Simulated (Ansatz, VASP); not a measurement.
Cr in VASP and in Ansatz

```
CELL_PARAMETERS angstrom
0.00000 1.87902 1.87902
1.87902 0.00000 1.87902
1.87902 1.87902 0.00000
ATOMIC_POSITIONS crystal
Cr 0.00000 0.00000 0.00000
```

Alike in both runs: task single point; functional BLYP; k mesh 17 × 17 × 17; occupations fermi-dirac, width 0.1 eV; no spin polarisation.

|  | VASP | Ansatz |
| --- | --- | --- |
| version | VASP 6.6.1 | Ansatz 0.2.0 |
| potentials or method | VASP PAW PBE potentials, release 64 (Cr_pv), cutoff 500 eV | plane waves (420 eV) with PAW, scalar-relativistic |
| valence electrons in the cell | 12 | 14 |

Ansatz gave:

| Property | Result |
| --- | --- |
| pressure (GPa) | -14.1 |

Task: Estimate VASP's values.

Result: Pressure (GPa): -14.2.

VASP's potentials were made for PBE, not for BLYP. With one functional, cell and mesh, what is left measures potentials, basis and numerics. VASP's potentials hold 12 valence electrons a cell and Ansatz's 14, so a difference there can come from the potentials and not from the codes.
